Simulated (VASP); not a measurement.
Cu: single point with PBEsol

Slab: Cu, a slab with vacuum.

```
Cu
1.0
     2.29513    0.00000    0.00000
    -1.14756    1.98764    0.00000
     0.00000    0.00000   22.60390
Cu
6
Cartesian
  0.0000 0.0000 8.4499
  1.1476 0.6625 6.5551
  0.0000 1.3251 10.3509
  0.0000 0.0000 14.1540
  1.1476 0.6625 12.2530
  0.0000 1.3251 16.0488
```

This cell differs from its parent crystal: strain -0.080 along x and y, -0.080 along z.

```yaml
Program: VASP 6.6.1
Task: single point
Functional: PBEsol
Potentials_or_basis: VASP PAW PBE potentials, release 64 (Cu)
Cutoff: 520 eV
k_mesh: 24 × 24 × 2
Occupations: gaussian, width 0.15 eV
Spin: no spin polarisation
```

```json
{
  "Largest force": "2.236 eV/Å",
  "Band gap on the k mesh": "zero (band 33 reaches 7.87 eV, above the bottom of band 34 at 1.55 eV)"
}
```

Forces in eV/Å, atoms in the order of the input:
```
Cu   0.000  0.000 -0.079
Cu   0.000  0.000 -2.236
Cu   0.000  0.000  0.010
Cu   0.000  0.000  0.079
Cu   0.000  0.000 -0.010
Cu   0.000  0.000  2.236
```

Levels at points of the mesh, in eV from the Fermi level:
```
           k point  band 31  band 32  band 33  band 34  band 35  band 36
(0.00, 0.00, 0.00)    -2.39    -2.06    -2.06    -2.00    -2.00    -1.65
(0.50, 0.00, 0.00)    -1.11     0.07     0.98     1.30     1.57     1.63
(0.00, 0.00, 0.50)    -2.39    -2.06    -2.06    -2.00    -2.00    -1.65
(0.50, 0.00, 0.50)    -1.11     0.07     0.98     1.30     1.57     1.63
```

Wall time 13 min on 1 thread of Intel Xeon 6975P-C (shared host), peak memory 0.49 GiB.

Caveat: the cell differs from its parent crystal (strain -0.080 along x and y, -0.080 along z); the PAW data sets were made with another functional, which shifts forces and pressure a little.
